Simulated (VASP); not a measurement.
SrTiO3: single point with r2SCAN

SrTiO3:

```
Sr Ti O
1.0
     4.02406    0.00000    0.00000
     0.00000    4.02406    0.00000
     0.00000    0.00000    3.84223
Sr Ti O
1 1 3
Direct
  0.00000 0.00000 0.00000
  0.50000 0.50000 0.50000
  0.50000 0.50000 0.00000
  0.50000 0.00000 0.50000
  0.00000 0.50000 0.50000
```

This cell differs from its parent crystal: epitaxial xy strain +3.0%.

```json
{
 "Program": "VASP 6.6.1",
 "Task": "single point",
 "Functional": "r2SCAN",
 "Potentials or basis": "VASP PAW PBE potentials, release 64 (Sr_sv, Ti_sv, O)",
 "Cutoff": "520 eV",
 "k mesh": "6 × 6 × 6",
 "Occupations": "gaussian, width 0.01 eV",
 "Spin": "non-collinear spin, zero start, spin-orbit coupling",
 "Starting moments": "[[0.0, 0.0, 0.0], [0.0, 0.0, 0.0], [0.0, 0.0, 0.0], [0.0, 0.0, 0.0], [0.0, 0.0, 0.0]] μB"
}
```

```json
{"Pressure": "-6.0 GPa", "Net moment": "0.00 μB per cell", "Valence electrons inside the program's atomic spheres": "Sr 8.06; Ti 10.15; O 5.09, 5.06"}
```

Stress tensor (GPa, compression positive):
```
-9.40  0.00  0.00
 0.00 -9.40  0.00
 0.00  0.00  0.94
```

Moments on the atoms (μB; x, y, z):
```
Sr  0.00 0.00 0.00
Ti  0.00 0.00 0.00
O   0.00 0.00 0.00
O   0.00 0.00 0.00
O   0.00 0.00 0.00
```

It took 19 min on 1 thread of Intel(R) Xeon(R) Platinum 8488C (Sapphire Rapids), with other jobs on the host, peak memory 0.46 GiB.

Caveat: the cell differs from its parent crystal (epitaxial xy strain +3.0%); the PAW data sets were made with another functional, which shifts forces and pressure a little.
